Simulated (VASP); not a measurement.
# LiSnF3 (R3m) in VASP: single point with PBEsol

Aim: the single point of LiSnF3 with PBEsol.

Program: VASP 6.6.1. These are calculated values, not measurements. Logs are shortened: lines on timing, memory, paths and dates and some standing lists are left out, and cuts for length are marked.

### 1 The cell of the first run

It takes space group R3m (No. 160, trigonal). Conventional cell: a = 5.818 Å, b = 5.818 Å, c = 7.496 Å, α = 90.00°, β = 90.00°, γ = 120.00°. Within 2.6 Å of Li (site symmetry 3m) lie 6 F at 1.93 to 2.35 Å. Within 2.8 Å of Sn (site symmetry 3m) lie 3 F at 2.15 Å. Within 2.6 Å of F (site symmetry m) lie 2 Li at 1.93 to 2.35 Å and 1 Sn at 2.15 Å.

### 2 Single point, PBEsol

The input, INCAR:

```
SYSTEM = LiSnF3
PREC = Accurate ; ENCUT = 1350
EDIFF = 1E-6 ; ISMEAR = 0
SIGMA = 0.02 ; LREAL = .False.
LASPH = .True. ; NELM = 120
ALGO = Normal ; ISIF = 2
LWAVE = .False. ; LCHARG = .False.
GGA = PS ; NBANDS = 27
GGA_COMPAT = .False.
```

The input, KPOINTS:

```
regular mesh
0
Gamma
  6 6 6
  0 0 0
```

The input, POSCAR:

```
LiSnF3
1.0
    2.9089502511      1.6794832105      2.4986887242
   -2.9089502511      1.6794832105      2.4986887242
    0.0000000000     -3.3589664210      2.4986887242
Li Sn F
1 1 3
Direct
    0.9777097963      0.9777097963      0.9777097963
    0.4020266443      0.4020266443      0.4020266443
    0.0506879803      0.5236536504      0.0506879803
    0.0506879803      0.0506879803      0.5236536504
    0.5236536504      0.0506879803      0.0506879803
```

Potentials or basis: VASP PAW PBE potentials, release 64 (Li_sv, Sn_d, F_h).

Started as:

```console
$ cat potpaw_PBE.64/Li_sv/POTCAR potpaw_PBE.64/Sn_d/POTCAR potpaw_PBE.64/F_h/POTCAR > POTCAR
$ mpirun -np 1 vasp_std > vasp.out
```

OUTCAR:

```text
SYSTEM = LiSnF3
   PREC = Accurate
   ENCUT = 1350
   EDIFF = 1E-6
   ISMEAR = 0
   LREAL = .False.
   LASPH = .True.
   NELM = 120
   ISIF = 2
   GGA = PS

 ion  position               nearest neighbor table
   1  0.978  0.978  0.978-   4 1.93   3 1.93   5 1.93   2 3.18
   2  0.402  0.402  0.402-   4 2.15   3 2.15   5 2.15   1 3.18
   3  0.051  0.524  0.051-   1 1.93   2 2.15
   4  0.051  0.051  0.524-   1 1.93   2 2.15
   5  0.524  0.051  0.051-   1 1.93   2 2.15

  LATTYP: Found a trigonal (rhomboedric) cell.
 ALAT       =     4.1864186076
 COS(alpha) =     0.0343554816

  Lattice vectors:

 A1 = (   2.9089502511,   1.6794832105,   2.4986887242)
 A2 = (  -2.9089502511,   1.6794832105,   2.4986887242)
 A3 = (   0.0000000000,  -3.3589664210,   2.4986887242)

Analysis of symmetry for initial positions (statically):
=====================================================================
 Subroutine PRICEL returns:
 Original cell was already a primitive cell.

 Routine SETGRP: Setting up the symmetry group for a
 trigonal (rhombohedral) supercell.

 Subroutine GETGRP returns: Found  6 space group operations
 (whereof  6 operations were pure point group operations)
 out of a pool of 12 trial point group operations.

The static configuration has the point symmetry C_3v.

Analysis of symmetry for dynamics (positions and initial velocities):
=====================================================================
 Subroutine PRICEL returns:
 Original cell was already a primitive cell.

 Routine SETGRP: Setting up the symmetry group for a
 trigonal (rhombohedral) supercell.

 Subroutine GETGRP returns: Found  6 space group operations
 (whereof  6 operations were pure point group operations)
 out of a pool of 12 trial point group operations.

The dynamic configuration has the point symmetry C_3v.

 Subroutine INISYM returns: Found  6 space group operations
 (whereof  6 operations are pure point group operations),
 and found     1 'primitive' translations

----------------------------------------------------------------------------------------

                                     Primitive cell

  volume of cell :      73.2446

  direct lattice vectors                    reciprocal lattice vectors
     2.908950251  1.679483210  2.498688724     0.171883311  0.099236876  0.133403305
    -2.908950251  1.679483210  2.498688724    -0.171883311  0.099236876  0.133403305
[... 88 lines left out ...]
   LASPH  =      T    aspherical Exc in radial PAW
   ENCUT  = 1350.0 eV  99.22 Ry    9.96 a.u.  12.54 12.54 12.54*2*pi/ulx,y,z
   NELM   =    120;   NELMIN=  2; NELMDL= -5     # of ELM steps
   EDIFF  = 0.1E-05   stopping-criterion for ELM
   LREAL  =      F    real-space projection
   EDIFFG = 0.1E-04   stopping-criterion for IOM
   NSW    =      0    number of steps for IOM
[... 5 lines left out ...]
   TEBEG  =    0.0;   TEEND  =   0.0 temperature during run
   PSTRESS=    0.0 pullay stress
   NELECT =      38.0000    total number of electrons
   NUPDOWN=      -1.0000    fix difference up-down
   EMIN   =  10.00;   EMAX   =-10.00  energy-range for DOS
   EFERMI =   0.00;   METHOD = LEGACY
   ISMEAR =     0;   SIGMA  =   0.02  broadening in eV -4-tet -1-fermi 0-gaus
   EFERMI_NEDOS =   21; number of points for ismear=-14 and -15
   IALGO  =     38    algorithm
   IMIX   =      4    mixing-type and parameters
     AMIX     =   0.40;   BMIX     =  1.00
     AMIX_MAG =   1.60;   BMIX_MAG =  1.00
  volume/ion in A,a.u.               =      14.65        98.86
  Fermi-wavevector in a.u.,A,eV,Ry     =   1.315460  2.485859 23.543990  1.730434
  Thomas-Fermi vector in A             =   2.445641
   LORBIT       =      0    0 simple, 1 ext, 2 COOP (PROOUT), +10 PAW based schemes
   GGA     = PS    functional components
   LHFCALC =     F    Hartree Fock is set to
   AEXX    =    0.0000 exact exchange contribution
   IVDW    =     0    specifies the selected vdW correction
   LEPSILON=     F    determine dielectric tensor
   LRPA    =     F    only Hartree local field effects (RPA)
 non-spin polarized calculation
 Gauss-broadening in eV      SIGMA  =   0.02
  energy-cutoff  :     1350.00
  volume of cell :       73.24
 maximum number of plane-waves:      8283
   NGX = 25   NGY = 25   NGZ = 25

 number of electron      38.0000002 magnetization

 Free energy of the ion-electron system (eV)
  ---------------------------------------------------
  ext. energy  EPLUGINS =         0.00000000
  ---------------------------------------------------
  free energy    TOTEN  =       -24.65998807 eV

  energy without entropy =      -24.65998807  energy(sigma->0) =      -24.65998807

 E-fermi :   1.5572     XC(G=0):  -9.3222

 val. band max:        1.4577564176   @ k =   0.5000   0.5000   0.0000
 cond. band min:       5.2517648361   @ k =   0.5000  -0.0000   0.0000
 fundamental gap:      3.7940084185
 Fermi energy:         1.5572045311

 k-point     1 :       0.0000    0.0000    0.0000
  band No.  band energies     occupation
      1     -40.7161      2.00000
      2     -20.2789      2.00000
      3     -19.9281      2.00000
      4     -19.9281      2.00000
      5     -17.9832      2.00000
      6     -17.9832      2.00000
[... 709 lines left out ...]
     26      14.5265      0.00000
     27      14.9729      0.00000

 [... further k-points ...]

------------------------ aborting loop because EDIFF is reached ----------------------------------------

  FORCE on cell =-STRESS in cart. coord.  units (eV):
  Direction    XX          YY          ZZ          XY          YZ          ZX
  --------------------------------------------------------------------------------------
  -------------------------------------------------------------------------------------
  Total       -1.3755341     -1.3755341     -1.3822230      0.0000000      0.0000000      0.0000000
  in kB      -30.0889186    -30.0889186    -30.2352328      0.0000000      0.0000000      0.0000000
  external PRESSURE =     -30.1376900 kB  Pullay stress =       0.0000000 kB

 VOLUME and BASIS-vectors are now :
 -----------------------------------------------------------------------------
  energy-cutoff  :     1350.00
  volume of cell :       73.24
      direct lattice vectors                 reciprocal lattice vectors
     2.908950251  1.679483210  2.498688724     0.171883311  0.099236876  0.133403305
    -2.908950251  1.679483210  2.498688724    -0.171883311  0.099236876  0.133403305
     0.000000000 -3.358966421  2.498688724     0.000000000 -0.198473751  0.133403305

 POSITION                                       TOTAL-FORCE (eV/Angst)
 -----------------------------------------------------------------------------------
      0.00000      0.00000      7.32898        -0.000000      0.000000      0.025490
      0.00000      0.00000      3.01362        -0.000000     -0.000000     -0.289773
     -1.37583      0.79434      1.56175         0.117221     -0.067678      0.088094
      0.00000     -1.58868      1.56175        -0.000000      0.135356      0.088094
      1.37583      0.79434      1.56175        -0.117221     -0.067678      0.088094
 -----------------------------------------------------------------------------------
    total drift:                               -0.000000      0.000002     -0.001418

  FREE ENERGIE OF THE ION-ELECTRON SYSTEM (eV)
  ---------------------------------------------------
  free  energy   TOTEN  =       -24.6599880734 eV

  energy  without entropy=      -24.6599880734  energy(sigma->0) =      -24.65998807
```

Run time: 3.5 min. Hardware: 1 thread of Intel Xeon Platinum 8259CL at 2.50GHz (Skylake/Cascade Lake), shared host; peak memory 0.51 GiB.

Results:

- Free energy: -24.6600 eV
- Pressure: -3.0 GPa
- Largest force: 0.290 eV/Å
- Band gap on the k mesh: 3.79 eV (least direct gap 4.05 eV)

Forces on the atoms (eV/Å):
```
Li   0.000  0.000  0.025
Sn   0.000  0.000 -0.290
F    0.117 -0.068  0.088
F    0.000  0.135  0.088
F   -0.117 -0.068  0.088
```

Levels at points of the mesh, in eV from the valence-band top:
```tsv
k point	band 15	band 16	band 17	band 18	band 19	band 20	band 21	band 22	band 23	band 24
(0.00, 0.00, 0.00)	-2.88	-2.30	-2.18	-2.18	-1.75	5.96	5.96	8.00	9.57	10.96
(0.50, 0.00, 0.00)	-2.96	-2.65	-2.37	-2.25	-0.26	3.79	6.46	7.64	10.25	11.46
(0.50, 0.50, 0.00)	-2.82	-2.79	-2.25	-2.12	0.00	4.80	5.24	7.14	10.16	12.00
(0.50, 0.50, 0.50)	-2.33	-2.24	-2.24	-1.88	-0.60	5.92	5.92	6.34	9.18	9.73
```

Caveat: the cell stands under tension; the PAW data sets were made with another functional, which shifts forces and pressure a little; spin-orbit coupling is left out, which moves the levels of the heavy elements.
